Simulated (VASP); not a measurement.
Input of a VASP 6.6.1 run:

Contents of POSCAR:

```
ZrO2
1.0
    3.5362536650      0.0000000000      0.0000000000
    0.0000000000      3.5362536650      0.0000000000
    0.0000000000      0.0000000000      5.0973161189
Zr O
2 4
Direct
    0.0000000000      0.0000000000      0.0000000000
    0.5000000000      0.5000000000      0.5000000000
    0.0000000000      0.5000000000      0.2037077820
    0.0000000000      0.5000000000      0.7037077820
    0.5000000000      0.0000000000      0.2962922180
    0.5000000000      0.0000000000      0.7962922180
```

The input INCAR.step1:

```
PREC = Accurate
ENCUT = 660
ISMEAR = 0
SIGMA = 0.02
LREAL = False
LASPH = True
NELM = 120
GGA = PE
ALGO = Normal
EDIFF = 1E-5
LWAVE = True
LCHARG = False
GGA_COMPAT = False
IBRION = 2
ISIF = 3
EDIFFG = -0.005
NELMIN = 4
NSW = 100
```

Contents of INCAR.step2:

```
PREC = Accurate
ENCUT = 660
EDIFF = 1E-7
ISMEAR = 0
SIGMA = 0.02
LREAL = False
LASPH = True
NELM = 120
ALGO = Normal
ISIF = 4
LWAVE = False
LCHARG = False
METAGGA = R2SCAN
LMIXTAU = True
IBRION = 2
NSW = 50
EDIFFG = -0.01
ISTART = 1
GGA_COMPAT = False
NELMIN = 4
```

The input KPOINTS:

```
Automatic mesh
0
Gamma
  6 6 6
```

Potentials or basis: VASP PAW PBE potentials, release 64 (Zr_sv, O).

Launch:

```bash
$ cat potpaw_PBE.64/Zr_sv/POTCAR potpaw_PBE.64/O/POTCAR > POTCAR
$ cp INCAR.step1 INCAR
$ mpirun -np 1 vasp_std > vasp.out
$ cp INCAR.step2 INCAR
$ mpirun -np 1 vasp_std > vasp.out
```

Q: Predict the band gap on the k mesh.

A: 4.57 eV (least direct gap 4.74 eV).

Final structure:
```
Zr O
1.0
     3.54452    0.00000    0.00000
     0.00000    3.54452    0.00000
     0.00000    0.00000    5.07356
Zr O
2 4
Direct
  0.00000 0.00000 0.00000
  0.50000 0.50000 0.50000
  0.00000 0.50000 0.21270
  0.00000 0.50000 0.71270
  0.50000 0.00000 0.28730
  0.50000 0.00000 0.78730
```

 A k mesh can miss the band edges.
